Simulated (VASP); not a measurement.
# Ti in VASP: a series of runs

Runs on Ti. Level: PBEsol. Tasks: electric field gradients.

All numbers are computed with VASP 6.6.1; they aren't measurements. Logs are shortened: lines on timing, memory, paths and dates and some standing lists are left out, and cuts for length are marked.

### 1 The cell of the first run

It takes space group Im-3m (No. 229, cubic). The conventional cell has a = 3.304 Å, b = 3.304 Å, c = 3.304 Å, α = 90.00°, β = 90.00°, γ = 90.00°. Within 3.8 Å of Ti (site symmetry m-3m) lie 14 Ti at 2.86 to 3.30 Å.

### 2 Electric field gradients, PBEsol (volume scaled by 1.02)

The input, INCAR:

```
PREC = Accurate
ENCUT = 520
EDIFF = 1E-8
ISMEAR = -1
SIGMA = 0.05
LREAL = False
LASPH = True
NELM = 100
ALGO = Normal
ISIF = 2
LWAVE = False
LCHARG = False
GGA = PS
LEFG = True
NBANDS = 12
```

The input, KPOINTS:

```
regular mesh
0
Gamma
  14 14 14
```

The input, POSCAR:

```
Ti
1.0
   -1.6518678664      1.6518678664      1.6518678664
    1.6518678664     -1.6518678664      1.6518678664
    1.6518678664      1.6518678664     -1.6518678664
Ti
1
Direct
    0.0000000000      0.0000000000      0.0000000000
```

Potentials or basis: VASP PAW PBE potentials, release 64 (Ti_sv).

On the command line:

```console
$ cat potpaw_PBE.64/Ti_sv/POTCAR > POTCAR
$ mpirun -np 1 vasp_std > vasp.out
```

OUTCAR:

```text
PREC = Accurate
   ENCUT = 520
   EDIFF = 1E-8
   ISMEAR = -1
   LREAL = False
   LASPH = True
   NELM = 100
   ISIF = 2
   GGA = PS

 ion  position               nearest neighbor table
   1  0.000  0.000  0.000-

  LATTYP: Found a body centered cubic cell.
 ALAT       =     3.3037357328

  Lattice vectors:

 A1 = (  -1.6518678664,   1.6518678664,   1.6518678664)
 A2 = (   1.6518678664,  -1.6518678664,   1.6518678664)
 A3 = (   1.6518678664,   1.6518678664,  -1.6518678664)

Analysis of symmetry for initial positions (statically):
=====================================================================
 Subroutine PRICEL returns:
 Original cell was already a primitive cell.

 Routine SETGRP: Setting up the symmetry group for a
 body centered cubic supercell.

 Subroutine GETGRP returns: Found 48 space group operations
 (whereof 48 operations were pure point group operations)
 out of a pool of 48 trial point group operations.

The static configuration has the point symmetry O_h .

Analysis of symmetry for dynamics (positions and initial velocities):
=====================================================================
 Subroutine PRICEL returns:
 Original cell was already a primitive cell.

 Routine SETGRP: Setting up the symmetry group for a
 body centered cubic supercell.

 Subroutine GETGRP returns: Found 48 space group operations
 (whereof 48 operations were pure point group operations)
 out of a pool of 48 trial point group operations.

The dynamic configuration has the point symmetry O_h .

 Subroutine INISYM returns: Found 48 space group operations
 (whereof 48 operations are pure point group operations),
 and found     1 'primitive' translations

----------------------------------------------------------------------------------------

                                     Primitive cell

  volume of cell :      18.0296

  direct lattice vectors                    reciprocal lattice vectors
    -1.651867866  1.651867866  1.651867866     0.000000000  0.302687648  0.302687648
     1.651867866 -1.651867866  1.651867866     0.302687648  0.000000000  0.302687648
     1.651867866  1.651867866 -1.651867866     0.302687648  0.302687648  0.000000000

  length of vectors
     2.861119072  2.861119072  2.861119072     0.428064978  0.428064978  0.428064978

  position of ions in fractional coordinates (direct lattice)
     0.000000000  0.000000000  0.000000000

  ion indices of the primitive-cell ions
   primitive index   ion index
                 1           1

----------------------------------------------------------------------------------------

 KPOINTS: regular mesh

Automatic generation of k-mesh.
 Grid dimensions read from file:
 generate k-points for:   14   14   14

 Generating k-lattice:

  Cartesian coordinates                     Fractional coordinates (reciprocal lattice)
     0.000000000  0.021620546  0.021620546     0.071428571  0.000000000  0.000000000
     0.021620546  0.000000000  0.021620546     0.000000000  0.071428571  0.000000000
     0.021620546  0.021620546  0.000000000     0.000000000  0.000000000  0.071428571

  Length of vectors
     0.030576070  0.030576070  0.030576070

  Shift w.r.t. Gamma in fractional coordinates (k-lattice)
     0.000000000  0.000000000  0.000000000

 Subroutine IBZKPT returns following result:
 ===========================================

 Found    104 irreducible k-points:

 Following reciprocal coordinates:
            Coordinates               Weight
  0.000000  0.000000  0.000000      1.000000
  0.071429  0.000000  0.000000     12.000000
  0.142857  0.000000  0.000000     12.000000
  0.214286  0.000000  0.000000     12.000000
  0.285714  0.000000  0.000000     12.000000
  0.357143  0.000000  0.000000     12.000000
[... 16 lines left out ...]
  0.285714  0.285714  0.000000     24.000000
  0.357143  0.285714  0.000000     24.000000
 [... further k-points ...]
   k-points           NKPTS =    104   k-points in BZ     NKDIM =    104   number of bands    NBANDS=     12
   number of dos      NEDOS =    301   number of ions     NIONS =      1
   total plane-waves  NPLWV =  13824
   dimension x,y,z NGX =    24 NGY =   24 NGZ =   24
   dimension x,y,z NGXF=    48 NGYF=   48 NGZF=   48
   ions per type =               1
   NGX,Y,Z   is equivalent  to a cutoff of  13.95, 13.95, 13.95 a.u.
   NGXF,Y,Z  is equivalent  to a cutoff of  27.89, 27.89, 27.89 a.u.
 SYSTEM =  unknown system
   PREC   = accura    normal or accurate (medium, high low for compatibility)
   ISTART =      0    job   : 0-new  1-cont  2-samecut
   ICHARG =      2    charge: 1-file 2-atom 10-const
   ISPIN  =      1    spin polarized calculation?
   LNONCOLLINEAR =      F non collinear calculations
   LSORBIT =      F    spin-orbit coupling
   LASPH  =      T    aspherical Exc in radial PAW
   ENCUT  =  520.0 eV  38.22 Ry    6.18 a.u.   5.32  5.32  5.32*2*pi/ulx,y,z
   NELM   =    100;   NELMIN=  2; NELMDL= -5     # of ELM steps
   EDIFF  = 0.1E-07   stopping-criterion for ELM
   LREAL  =      F    real-space projection
   EDIFFG = 0.1E-06   stopping-criterion for IOM
   NSW    =      0    number of steps for IOM
   IBRION =     -1    ionic relax: 0-MD 1-quasi-New 2-CG
   NFREE  =      0    steps in history (QN), initial steepest desc. (CG)
   ISIF   =      2    stress and relaxation
   ISYM   =      2    0-nonsym 1-usesym 2-fastsym
   POTIM  = 0.5000    time-step for ionic-motion
   TEBEG  =    0.0;   TEEND  =   0.0 temperature during run
   PSTRESS=    0.0 pullay stress
   NELECT =      12.0000    total number of electrons
   NUPDOWN=      -1.0000    fix difference up-down
   EMIN   =  10.00;   EMAX   =-10.00  energy-range for DOS
   EFERMI =   0.00;   METHOD = LEGACY
   ISMEAR =    -1;   SIGMA  =   0.05  broadening in eV -4-tet -1-fermi 0-gaus
   EFERMI_NEDOS =   21; number of points for ismear=-14 and -15
   IALGO  =     38    algorithm
   IMIX   =      4    mixing-type and parameters
     AMIX     =   0.40;   BMIX     =  1.00
     AMIX_MAG =   1.60;   BMIX_MAG =  1.00
  volume/ion in A,a.u.               =      18.03       121.67
  Fermi-wavevector in a.u.,A,eV,Ry     =   1.429354  2.701088 27.797440  2.043054
  Thomas-Fermi vector in A             =   2.549317
   LORBIT       =      0    0 simple, 1 ext, 2 COOP (PROOUT), +10 PAW based schemes
   GGA     = PS    functional components
   LHFCALC =     F    Hartree Fock is set to
   AEXX    =    0.0000 exact exchange contribution
   IVDW    =     0    specifies the selected vdW correction
   LEPSILON=     F    determine dielectric tensor
   LRPA    =     F    only Hartree local field effects (RPA)
 non-spin polarized calculation
  energy-cutoff  :      520.00
  volume of cell :       18.03
 maximum number of plane-waves:       496
 NGX is ok and might be reduce to    24
   NGX = 11   NGY = 11   NGZ = 11

 number of electron      12.0000003 magnetization

 Free energy of the ion-electron system (eV)
  ---------------------------------------------------
  ext. energy  EPLUGINS =         0.00000000
  ---------------------------------------------------
  free energy    TOTEN  =        -8.20100356 eV

  energy without entropy =       -8.17982620  energy(sigma->0) =       -8.19041488

 E-fermi :   7.5685     XC(G=0): -11.4551

 val. band max:        7.5560100637   @ k =   0.2143   0.1429   0.0000
 cond. band min:       7.5789403376   @ k =   0.3571   0.1429   0.1429
 fundamental gap:      0.0229302739
 Fermi energy:         7.5684932705

 k-point     1 :       0.0000    0.0000    0.0000
  band No.  band energies     occupation
      1     -48.7981      2.00000
      2     -24.7895      2.00000
      3     -24.7895      2.00000
      4     -24.7895      2.00000
      5       1.7075      2.00000
      6       8.5247      0.00000
      7       8.5247      0.00000
      8       8.5247      0.00000
      9      10.2161      0.00000
     10      10.2161      0.00000
     11      24.7330      0.00000
     12      24.7330      0.00000

 k-point     2 :       0.0714    0.0000    0.0000
  band No.  band energies     occupation
      1     -48.7925      2.00000
      2     -24.8207      2.00000
      3     -24.7993      2.00000
      4     -24.7898      2.00000
      5       1.8762      2.00000
      6       8.4494      0.00000
      7       8.5033      0.00000
      8       8.6459      0.00000
      9      10.1302      0.00000
     10      10.2207      0.00000
     11      24.4356      0.00000
     12      24.7029      0.00000
[... 316 lines left out ...]
 k-point    24 :       0.3571    0.2857    0.0000
  band No.  band energies     occupation
      1     -48.6695      2.00000
      2     -25.2485      2.00000
      3     -25.1549      2.00000
      4     -24.8630      2.00000
      5       6.5123      2.00000
      6       7.0574      1.99993
      7       7.2187      1.99817
      8      10.3090      0.00000
      9      10.5296      0.00000
     10      14.4251      0.00000
     11      15.6910      0.00000
     12      16.6903      0.00000

 [... further k-points ...]

------------------------ aborting loop because EDIFF is reached ----------------------------------------

  FORCE on cell =-STRESS in cart. coord.  units (eV):
  Direction    XX          YY          ZZ          XY          YZ          ZX
  --------------------------------------------------------------------------------------
  -------------------------------------------------------------------------------------
  Total       -0.9586846     -0.9586846     -0.9586846     -0.0000000      0.0000000      0.0000000
  in kB      -85.1923172    -85.1923172    -85.1923172     -0.0000000      0.0000000      0.0000000
  external PRESSURE =     -85.1923172 kB  Pullay stress =       0.0000000 kB

 VOLUME and BASIS-vectors are now :
 -----------------------------------------------------------------------------
  energy-cutoff  :      520.00
  volume of cell :       18.03
      direct lattice vectors                 reciprocal lattice vectors
    -1.651867866  1.651867866  1.651867866     0.000000000  0.302687648  0.302687648
     1.651867866 -1.651867866  1.651867866     0.302687648  0.000000000  0.302687648
     1.651867866  1.651867866 -1.651867866     0.302687648  0.302687648  0.000000000

 POSITION                                       TOTAL-FORCE (eV/Angst)
 -----------------------------------------------------------------------------------
      0.00000      0.00000      0.00000        -0.000000      0.000000      0.000000
 -----------------------------------------------------------------------------------
    total drift:                               -0.000000      0.000000      0.000000

  FREE ENERGIE OF THE ION-ELECTRON SYSTEM (eV)
  ---------------------------------------------------
  free  energy   TOTEN  =        -8.2010035609 eV

  energy  without entropy=       -8.1798261970  energy(sigma->0) =       -8.19041488

 Electric field gradients (V/A^2)
---------------------------------------------------------------------
 ion       V_xx      V_yy      V_zz      V_xy      V_xz      V_yz
---------------------------------------------------------------------
   1      -0.000    -0.000    -0.000     0.001     0.001     0.001
---------------------------------------------------------------------

 Electric field gradients after diagonalization (V/A^2)
 (convention: |V_zz| > |V_xx| > |V_yy|)
----------------------------------------------------------------------
 ion       V_xx      V_yy      V_zz     asymmetry (V_yy - V_xx)/ V_zz
----------------------------------------------------------------------
   1      -0.001    -0.001     0.002       0.000
----------------------------------------------------------------------

           NMR quadrupolar parameters

 Cq : quadrupolar parameter    Cq=e*Q*V_zz/h
 eta: asymmetry parameters     (V_yy - V_xx)/ V_zz
 Q  : nuclear electric quadrupole moment in mb (millibarn)
----------------------------------------------------------------------
 ion       Cq(MHz)       eta       Q (mb)
----------------------------------------------------------------------
   1       0.000       0.000       1.000
----------------------------------------------------------------------
```

Run time: 8.4 s. Hardware: 1 thread of Intel Xeon 6975P-C (Granite Rapids), shared host; peak memory 0.15 GiB.

What came out:

```
Free energy            : -8.2010 eV
Pressure               : -8.5 GPa
Band gap on the k mesh : zero (band 6 reaches 8.52 eV, above the bottom of band 7 at 6.93 eV)
```

Levels at points of the mesh, in eV from the Fermi level:
| k point | band 4 | band 5 | band 6 | band 7 | band 8 | band 9 |
| --- | --- | --- | --- | --- | --- | --- |
| (0.00, 0.00, 0.00) | -32.36 | -5.86 | 0.96 | 0.96 | 0.96 | 2.65 |
| (0.50, 0.00, 0.00) | -32.36 | -2.36 | -0.36 | 1.05 | 2.62 | 2.96 |
| (0.50, 0.50, 0.50) | -32.78 | -1.97 | -1.97 | 3.76 | 3.76 | 3.76 |

Caveat: without QUAD_EFG the Cq values of the log hold for a quadrupole moment of 1 mb, not for the nuclei; the PAW data sets were made with another functional, which shifts forces and pressure a little.

### 3 Electric field gradients, PBEsol (volume scaled by 1.06)

The input, INCAR:

```
SYSTEM = Ti
ALGO     = Normal         ! electronic algorithm
EDIFF    = 1E-8           ! SCF threshold, eV
ENCUT    = 520            ! plane-wave cutoff, eV
GGA      = PS             ! functional
ISIF     = 2              ! what is computed and relaxed
ISMEAR   = -1             ! smearing method
LASPH    = .TRUE.         ! aspherical terms in the spheres
LCHARG   = .FALSE.        ! write CHGCAR
LEFG     = .TRUE.       
LREAL    = .FALSE.        ! projectors in reciprocal space
LWAVE    = .FALSE.        ! write WAVECAR
NBANDS   = 12             ! bands
NELM     = 60             ! most SCF steps
PREC     = Accurate       ! precision mode
SIGMA    = 0.05           ! smearing width, eV
```

The input, KPOINTS:

```
k-points
0
G
  14 14 14
  0 0 0
```

The input, POSCAR:

```
Ti
1.0
   -1.6731846416      1.6731846416      1.6731846416
    1.6731846416     -1.6731846416      1.6731846416
    1.6731846416      1.6731846416     -1.6731846416
Ti
1
Direct
    0.0000000000      0.0000000000      0.0000000000
```

Potentials or basis: VASP PAW PBE potentials, release 64 (Ti_sv).

On the command line:

```console
$ cat potpaw_PBE.64/Ti_sv/POTCAR > POTCAR
$ mpirun -np 1 vasp_std > vasp.out
```

OUTCAR:

```text
SYSTEM = Ti
   EDIFF = 1E-8
   ENCUT = 520
   GGA = PS
   ISIF = 2
   ISMEAR = -1
   LASPH = .TRUE.
   LREAL = .FALSE.
   NELM = 60
   PREC = Accurate

 ion  position               nearest neighbor table
   1  0.000  0.000  0.000-

  LATTYP: Found a body centered cubic cell.
 ALAT       =     3.3463692832

  Lattice vectors:

 A1 = (  -1.6731846416,   1.6731846416,   1.6731846416)
 A2 = (   1.6731846416,  -1.6731846416,   1.6731846416)
 A3 = (   1.6731846416,   1.6731846416,  -1.6731846416)

Analysis of symmetry for initial positions (statically):
=====================================================================
 Subroutine PRICEL returns:
 Original cell was already a primitive cell.

 Routine SETGRP: Setting up the symmetry group for a
 body centered cubic supercell.

 Subroutine GETGRP returns: Found 48 space group operations
 (whereof 48 operations were pure point group operations)
[... 540 lines left out ...]

 VOLUME and BASIS-vectors are now :
 -----------------------------------------------------------------------------
  energy-cutoff  :      520.00
  volume of cell :       18.74
      direct lattice vectors                 reciprocal lattice vectors
    -1.673184642  1.673184642  1.673184642     0.000000000  0.298831335  0.298831335
     1.673184642 -1.673184642  1.673184642     0.298831335  0.000000000  0.298831335
     1.673184642  1.673184642 -1.673184642     0.298831335  0.298831335  0.000000000

 POSITION                                       TOTAL-FORCE (eV/Angst)
 -----------------------------------------------------------------------------------
      0.00000      0.00000      0.00000         0.000000     -0.000000     -0.000000
 -----------------------------------------------------------------------------------
    total drift:                                0.000000      0.000000      0.000000

  FREE ENERGIE OF THE ION-ELECTRON SYSTEM (eV)
  ---------------------------------------------------
  free  energy   TOTEN  =        -8.1569828629 eV

  energy  without entropy=       -8.1350314376  energy(sigma->0) =       -8.14600715

 Electric field gradients (V/A^2)
---------------------------------------------------------------------
 ion       V_xx      V_yy      V_zz      V_xy      V_xz      V_yz
---------------------------------------------------------------------
   1       0.000     0.000    -0.000     0.001     0.001     0.001
---------------------------------------------------------------------

 Electric field gradients after diagonalization (V/A^2)
 (convention: |V_zz| > |V_xx| > |V_yy|)
----------------------------------------------------------------------
 ion       V_xx      V_yy      V_zz     asymmetry (V_yy - V_xx)/ V_zz
----------------------------------------------------------------------
   1      -0.001    -0.001     0.002       0.000
----------------------------------------------------------------------

           NMR quadrupolar parameters

 Cq : quadrupolar parameter    Cq=e*Q*V_zz/h
 eta: asymmetry parameters     (V_yy - V_xx)/ V_zz
 Q  : nuclear electric quadrupole moment in mb (millibarn)
----------------------------------------------------------------------
 ion       Cq(MHz)       eta       Q (mb)
----------------------------------------------------------------------
   1       0.000       0.000       1.000
----------------------------------------------------------------------
```

Wall time 8.9 s (1 thread of Intel Xeon 6975P-C (Granite Rapids), shared host); peak memory 0.15 GiB.

Results:

```yaml
Free_energy: -8.1570 eV
Pressure: -11.5 GPa
Band_gap_on_the_k_mesh: zero (band 6 reaches 8.11 eV, above the bottom of band 7 at 6.58 eV)
```

Levels at points of the mesh, in eV from the Fermi level:
```csv
k point,band 3,band 4,band 5,band 6,band 7,band 8,band 9,band 10
"(0.00, 0.00, 0.00)",-32.48,-32.48,-5.77,0.92,0.92,0.92,2.53,2.53
"(0.50, 0.00, 0.00)",-32.65,-32.48,-2.28,-0.33,0.95,2.50,2.82,3.89
"(0.50, 0.50, 0.50)",-32.85,-32.85,-1.86,-1.86,3.58,3.58,3.58,7.77
```

Caveat: without QUAD_EFG the Cq values of the log hold for a quadrupole moment of 1 mb, not for the nuclei; the PAW data sets were made with another functional, which shifts forces and pressure a little.

(Continued in part 2 of 3.)
